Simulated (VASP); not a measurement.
# Si16O (a cell with a defect) in VASP: single point with PBE+D3(BJ)

Aim: the single point of Si16O (a cell with a defect) with PBE+D3(BJ).

All numbers are computed with VASP 6.6.1; they aren't measurements. Logs are shortened: lines on timing, memory, paths and dates and some standing lists are left out, and cuts for length are marked.

## (1) The cell of the first run

The cell holds a defect, 17 atoms: a = 7.679 Å, b = 7.679 Å, c = 7.679 Å, α = 60.00°, β = 60.00°, γ = 60.00°.

## (2) Single point, PBE+D3(BJ), collinear spin, ferromagnetic start

File INCAR:

```
PREC = Accurate ; ENCUT = 520
EDIFF = 1E-6 ; ISMEAR = -1
SIGMA = 0.05 ; LREAL = Auto
LASPH = True ; NELM = 150
ALGO = Normal ; ISIF = 2
LWAVE = False ; LCHARG = False
ISPIN = 2 ; MAGMOM = 0 0 0 0 0 0 0 0 0 0 0 0 0 0 0 0 1
LORBIT = 11 ; GGA = PE
IVDW = 12 ; NBANDS = 53
```

File KPOINTS:

```
Automatic mesh
0
Gamma
  2 2 2
```

File POSCAR:

```
Si16O
1.0
    0.0000000000      5.4300000000      5.4300000000
    5.4300000000      0.0000000000      5.4300000000
    5.4300000000      5.4300000000      0.0000000000
Si O
16 1
Direct
    0.0662615101     -0.0105709024     -0.0526335175
    0.1213720074      0.1091436464      0.1391068140
   -0.0188029466     -0.0561325967      0.5083793738
    0.2240239411     -0.0174493554      0.5845395948
   -0.0409392265      0.4819521179      0.0725046041
    0.1333241252      0.6217587477      0.1036924494
    0.0668324125      0.3584898711      0.4931675875
   -0.0537384899      0.5628545120      0.7403130755
    0.5134990792     -0.0206629834      0.0655616943
    0.6750460405      0.1524125230      0.1067771639
    0.4555985267      0.1427255985      0.4598158379
    0.6744290976      0.1816666667      0.6940791897
    0.5337937385      0.5596869245     -0.0804604052
    0.5910128913      0.6125966851      0.1711418048
    0.3381767956      0.4504788214      0.5668508287
    0.6685819521      0.7820810313      0.5507918969
    0.8131675875      0.3793001842      0.6048987109
```

Potentials or basis: VASP PAW PBE potentials, release 64 (Si, O).

On the command line:

```
> cat potpaw_PBE.64/Si/POTCAR potpaw_PBE.64/O/POTCAR > POTCAR
> mpirun -np 1 vasp_std > vasp.out
```

OUTCAR:

```text
PREC = Accurate
   ENCUT = 520
   EDIFF = 1E-6
   ISMEAR = -1
   LREAL = Auto
   LASPH = True
   NELM = 150
   ISIF = 2
   ISPIN = 2
   LORBIT = 11
   GGA = PE
   IVDW = 12
 IVDW          = 12

 ion  position               nearest neighbor table
   1  0.066  0.989  0.947-   6 2.34   2 2.36   4 2.44  10 2.49
   2  0.121  0.109  0.139-   3 2.35   1 2.36   5 2.37   9 2.50
   3  0.981  0.944  0.508-   2 2.35   4 2.39  12 2.42   8 2.63  16 3.03
   4  0.224  0.983  0.585-  11 2.21   7 2.37   3 2.39   1 2.44  16 2.89
   5  0.959  0.482  0.073-   6 2.24  14 2.31   8 2.35   2 2.37
   6  0.133  0.622  0.104-   5 2.24   1 2.34  13 2.56   7 2.60
   7  0.067  0.358  0.493-  17 1.65   4 2.37  11 2.54   8 2.59   6 2.60  15 2.87
   8  0.946  0.563  0.740-   5 2.35  15 2.47  16 2.56   7 2.59   3 2.63  13 2.76  14 3.12
   9  0.513  0.979  0.066-  14 2.34  10 2.42  12 2.46   2 2.50
  10  0.675  0.152  0.107-  11 2.36   9 2.42   1 2.49  13 2.59  12 3.07
  11  0.456  0.143  0.460-   4 2.21  16 2.35  10 2.36  15 2.48   7 2.54
  12  0.674  0.182  0.694-  17 1.94   3 2.42   9 2.46  15 2.66  10 3.07
  13  0.534  0.560  0.920-  14 2.43  16 2.45   6 2.56  10 2.59   8 2.76
  14  0.591  0.613  0.171-   5 2.31   9 2.34  13 2.43  15 2.70   8 3.12
  15  0.338  0.450  0.567-   8 2.47  11 2.48  12 2.66  14 2.70   7 2.87
  16  0.669  0.782  0.551-  11 2.35  13 2.45   8 2.56   4 2.89   3 3.03
  17  0.813  0.379  0.605-   7 1.65  12 1.94

  LATTYP: Found a face centered cubic cell.
 ALAT       =    10.8600000000

  Lattice vectors:

 A1 = (   0.0000000000,   5.4300000000,   5.4300000000)
 A2 = (   5.4300000000,   0.0000000000,   5.4300000000)
 A3 = (   5.4300000000,   5.4300000000,   0.0000000000)

Analysis of symmetry for initial positions (statically):
=====================================================================
 Subroutine PRICEL returns:
 Original cell was already a primitive cell.

 Routine SETGRP: Setting up the symmetry group for a
 face centered cubic supercell.

 Subroutine GETGRP returns: Found  1 space group operations
 (whereof  1 operations were pure point group operations)
 out of a pool of 48 trial point group operations.

The static configuration has the point symmetry C_1 .

Analysis of symmetry for dynamics (positions and initial velocities):
=====================================================================
 Subroutine PRICEL returns:
 Original cell was already a primitive cell.

 Routine SETGRP: Setting up the symmetry group for a
 face centered cubic supercell.

 Subroutine GETGRP returns: Found  1 space group operations
 (whereof  1 operations were pure point group operations)
 out of a pool of 48 trial point group operations.

The dynamic configuration has the point symmetry C_1 .

Analysis of structural, dynamic, and magnetic symmetry:
[... 175 lines left out ...]

 val. band max:        6.2557525233   @ k =   0.0000   0.5000   0.5000
 cond. band min:       6.4199724976   @ k =   0.0000   0.5000   0.0000
 fundamental gap:      0.1642199743
 Fermi energy:         6.3148867770

 spin component 1

 k-point     1 :       0.0000    0.0000    0.0000
  band No.  band energies     occupation
      1     -13.8608      1.00000
      2      -5.9880      1.00000
      3      -4.2986      1.00000
      4      -3.8752      1.00000
      5      -3.5372      1.00000
      6      -3.1986      1.00000
[... 389 lines left out ...]
     46       9.6401      0.00000
     47       9.7377      0.00000
 Fermi energy:         6.3148867770

 spin component 2

 k-point     1 :       0.0000    0.0000    0.0000
  band No.  band energies     occupation
      1     -13.8607      1.00000
      2      -5.9880      1.00000
      3      -4.2986      1.00000
      4      -3.8752      1.00000
      5      -3.5372      1.00000
      6      -3.1986      1.00000
[... 389 lines left out ...]
     46       9.6401      0.00000
     47       9.7377      0.00000
 [bands above 47 left out]

------------------------ aborting loop because EDIFF is reached ----------------------------------------

 Edisp (eV)   -5.25384

 E8    (eV) :    -2.1500

  FORCE on cell =-STRESS in cart. coord.  units (eV):
  Direction    XX          YY          ZZ          XY          YZ          ZX
  --------------------------------------------------------------------------------------
  -------------------------------------------------------------------------------------
  Total      -3.65135    -1.65737   -11.85161     1.17641     3.93918     1.61703
  in kB     -18.26981    -8.29278   -59.30053     5.88624    19.71001     8.09095
  external pressure =      -28.62 kB  Pullay stress =        0.00 kB

 VOLUME and BASIS-vectors are now :
 -----------------------------------------------------------------------------
  energy-cutoff  :      520.00
  volume of cell :      320.21
      direct lattice vectors                 reciprocal lattice vectors
     0.000000000  5.430000000  5.430000000    -0.092081031  0.092081031  0.092081031
     5.430000000  0.000000000  5.430000000     0.092081031 -0.092081031  0.092081031
     5.430000000  5.430000000  0.000000000     0.092081031  0.092081031 -0.092081031

 POSITION                                       TOTAL-FORCE (eV/Angst)
 -----------------------------------------------------------------------------------
     10.51680      5.50400      5.73240         0.699120     -0.389904     -0.628631
      1.34800      1.41440      1.25170        -0.588476      0.720621      0.738515
      7.88570      8.08840     10.45310         0.274162      0.398977     -0.460024
      8.50930      4.39050      6.55170        -0.099160      0.098455     -1.774271
      3.01070      5.60140      7.82470        -0.758972     -0.348893     -0.759173
      3.93920      1.28700      4.10010         0.298579      1.702531      0.518431
[... 9 lines left out ...]
      7.23750      6.62120      7.87710        -0.160516      0.149005     -0.438607
      5.34420      7.70010      6.47510        -0.744895     -1.271474     -3.037366
 -----------------------------------------------------------------------------------
    total drift:                                0.004723      0.003114      0.007354

  FREE ENERGIE OF THE ION-ELECTRON SYSTEM (eV)
  ---------------------------------------------------
  free  energy   TOTEN  =       -91.9132108007 eV

  energy  without entropy=      -91.8874765210  energy(sigma->0) =      -91.90034366

 total charge

# of ion       s       p       d       tot
------------------------------------------
    1        0.758   0.882   0.000   1.640
    2        0.754   0.886   0.000   1.640
    3        0.774   0.837   0.000   1.612
    4        0.785   0.902   0.000   1.687
    5        0.758   0.946   0.000   1.703
    6        0.763   0.878   0.000   1.642
[... 9 lines left out ...]
   16        0.868   0.698   0.000   1.566
   17        1.580   3.488   0.000   5.067
--------------------------------------------------
tot         14.065  16.908   0.000  30.973

 magnetization (x)

# of ion       s       p       d       tot
------------------------------------------
    1        0.000  -0.000   0.000  -0.000
    2        0.000   0.000   0.000   0.000
    3        0.000   0.000   0.000   0.000
    4       -0.000   0.000   0.000   0.000
    5        0.000   0.000   0.000   0.000
    6        0.000   0.000   0.000   0.000
[... 9 lines left out ...]
   16        0.000  -0.000   0.000  -0.000
   17        0.000   0.000   0.000   0.000
--------------------------------------------------
tot          0.000   0.000   0.000   0.000
```

stdout:

```text
POSCAR found type information on POSCAR SiO
 POSCAR found :  2 types and      17 ions
 scaLAPACK will be used
 LDA part: xc-table for (Slater+PW92), standard interpolation
 POSCAR, INCAR and KPOINTS ok, starting setup
 FFT: planning ... GRIDC
 FFT: planning ... GRID_SOFT
 FFT: planning ... GRID
 WAVECAR not read
 entering main loop
```

Run time: 14 min. Hardware: 1 thread of AMD EPYC 7R13, shared host; peak memory 0.68 GiB.

What came out:

| Item | Value |
| --- | --- |
| Free energy | -91.9132 eV |
| Pressure | -2.9 GPa |
| Largest force | 3.376 eV/Å |
| Band gap on the k mesh | 0.16 eV |
| Net moment | 0.00 μB per cell |
| Valence electrons inside the program's atomic spheres | Si 1.64, 1.61, 1.69, 1.70, 1.58, 1.62, 1.63, 1.51, 1.59, 1.55, 1.57 (each value once); O 5.07 |
| Dispersion energy per atom | -0.309 eV |

Forces in eV/Å, atoms in the order of the input:
```
Si   0.699 -0.390 -0.629
Si  -0.588  0.721  0.739
Si   0.274  0.399 -0.460
Si  -0.099  0.098 -1.774
Si  -0.759 -0.349 -0.759
Si   0.299  1.703  0.518
Si   0.569 -0.780  1.091
Si  -0.400 -0.241  1.502
Si   0.722 -0.576  0.620
Si  -0.289 -0.965  0.401
Si   0.570  1.175  2.150
Si   0.163 -0.646  1.038
Si   0.377  0.747 -1.143
Si   0.672 -0.281 -0.838
Si  -1.305  0.509  1.021
Si  -0.161  0.149 -0.439
O   -0.745 -1.271 -3.037
```

Caveat: the k points lie up to 0.50 Å⁻¹ apart; the atoms stand as in a frame of molecular dynamics.
